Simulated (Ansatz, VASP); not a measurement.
**GaW2: VASP beside Ansatz**

```
Ga W
1.0
     4.57289    0.00000    0.00000
    -2.28644    3.96024    0.00000
     0.00000    0.00000    2.70574
Ga W
1 2
Direct
  0.00000 0.00000 0.00000
  0.33333 0.66667 0.50000
  0.66667 0.33333 0.50000
```

Alike in both runs: task relaxation of cell and atoms; functional PBE; k mesh 12 × 12 × 18; occupations gaussian, width 0.1 eV; no spin polarisation.

|  | VASP | Ansatz |
| --- | --- | --- |
| version | VASP 6.6.1 | Ansatz 0.2.0 |
| potentials or method | VASP PAW PBE potentials, release 64 (Ga_d, W_sv), cutoff 600 eV | scalar-relativistic, plane waves, PAW |
| valence electrons in the cell | 41 | 41 |

```tsv
	VASP	Ansatz	Ansatz less VASP
gap on the k mesh at the Fermi level, each at its own relaxed structure (eV)	none	none	-
relaxed volume (Å³/atom)	16.40	16.37	-0.037
relaxed length of the cell vector where the two differ most in proportion (Å)	2.699	2.696	-0.0022
```

A gap of «none» marks a metal or a gap that the smearing closes.

Spin-orbit coupling is off throughout.
